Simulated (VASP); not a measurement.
LuH2:

```
CELL_PARAMETERS angstrom
0.00000 2.51650 2.51650
2.51650 0.00000 2.51650
2.51650 2.51650 0.00000
ATOMIC_POSITIONS crystal
Lu 0.00000 0.00000 0.00000
H 0.25000 0.25000 0.25000
H 0.75000 0.75000 0.75000
```

| Item | Value |
| --- | --- |
| Program | VASP 6.6.1 |
| Task | relaxation of cell and atoms |
| Functional | PBEsol |
| Dispersion | D3(BJ) |
| Potentials or basis | VASP PAW PBE potentials, release 64 (Lu, H) |
| Cutoff | 600 eV |
| k mesh | 11 × 11 × 11 |
| Occupations | gaussian, width 0.1 eV |
| Spin | no spin polarisation |

At the start: pressure -6.5 GPa; volume 10.62 Å³/atom.

Where does the relaxation end?

Over 4 steps the energy falls by 15.6 meV/atom and the volume is 9.89 Å³/atom (-6.9 %); space group Fm-3m (No. 225, to 0.1 Å) before and after.

Step by step:
```tsv
step	energy change (eV)	largest force (eV/Å)	pressure (GPa)	volume (Å³)
1	0.0000	0.0000	-6.49	31.87
2	-0.0463	0.0000	-1.02	29.93
3	-0.0469	0.0000	0.24	29.60
4	-0.0469	0.0000	0.06	29.66
```

Final structure:
```
Lu H
1.0
     0.00000    2.45692    2.45692
     2.45692    0.00000    2.45692
     2.45692    2.45692    0.00000
Lu H
1 2
Direct
  0.00000 0.00000 0.00000
  0.25000 0.25000 0.25000
  0.75000 0.75000 0.75000
```

Caveat: the PAW data sets were made with another functional, which shifts forces and pressure a little; an odd number of electrons without spin polarisation forces a metal; a magnetic or distorted state may lie lower.
